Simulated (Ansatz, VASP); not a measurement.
## One calculation of SiO2, two programs

```
Si O
1.0
    -1.72726    1.72726    4.16063
     1.72726   -1.72726    4.16063
     1.72726    1.72726   -4.16063
Si O
2 4
Direct
  0.75000 0.25000 0.50000
  0.00000 0.00000 0.00000
  0.54095 0.04095 0.50000
  0.79095 0.79095 0.00000
  0.20905 0.20905 0.00000
  0.95905 0.45905 0.50000
```

Alike in both runs: task single point; functional r2SCAN; k mesh 8 × 8 × 8; no spin polarisation.

|  | VASP | Ansatz |
| --- | --- | --- |
| version | VASP 6.6.1 | Ansatz 0.2.0 |
| potentials or method | VASP PAW PBE potentials, release 64 (Si, O) | plane waves, PAW |
| plane-wave cutoff (eV) | 520 | 500 |
| occupations | gaussian, width 0.01 eV | fixed |
| valence electrons in the cell | 32 | 32 |

```tsv
	VASP	Ansatz	Ansatz less VASP
gap on the k mesh at the Fermi level (eV)	7.77	7.76	-0.001
pressure (GPa)	10.3	9.8	-0.49
traceless stress, the component that is largest in VASP (GPa)	1.75	1.16	-0.581
rms of the force components (eV/Å)	0.155	0.149	-0.0054
```

VASP's potentials were made for PBE, not for r2SCAN. Atom by atom the forces differ by 0.005 eV/Å (rms over components).
